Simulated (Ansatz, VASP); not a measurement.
Two plane-wave programs on ZrRe3

```
Zr Re
1.0
     5.64599    0.00000    0.00000
    -2.82299    4.88957    0.00000
     0.00000    0.00000    4.79921
Zr Re
2 6
Direct
  0.33333 0.66667 0.25000
  0.66667 0.33333 0.75000
  0.83736 0.67471 0.25000
  0.16264 0.83736 0.75000
  0.32529 0.16264 0.25000
  0.16264 0.32529 0.75000
  0.83736 0.16264 0.25000
  0.67471 0.83736 0.75000
```

Alike in both runs: functional PBE; k mesh 12 × 12 × 8; occupations gaussian, width 0.1 eV; no spin polarisation.

Ansatz relaxed the structure, and its values are those at the end. VASP's run is a single point on that final structure, the one shown.

|  | VASP | Ansatz |
| --- | --- | --- |
| version | VASP 6.6.1 | Ansatz 0.2.0 |
| potentials or method | VASP PAW PBE potentials, release 64 (Zr_sv, Re), cutoff 520 eV | scalar-relativistic, plane waves, PAW |
| valence electrons in the cell | 66 | 114 |

```tsv
	VASP	Ansatz	Ansatz less VASP
gap on the k mesh at the Fermi level (eV)	none	none	-
pressure (GPa)	-0.3	0.0	+0.28
rms of the force components (eV/Å)	0.008	0.000	-0.0078
```

A gap of «none» marks a metal or a gap that the smearing closes. With one functional, cell and mesh, what is left measures potentials, basis and numerics. VASP's potentials hold 66 valence electrons a cell and Ansatz's 114, so a difference there can come from the potentials and not from the codes.

Neither program's run includes spin-orbit coupling.
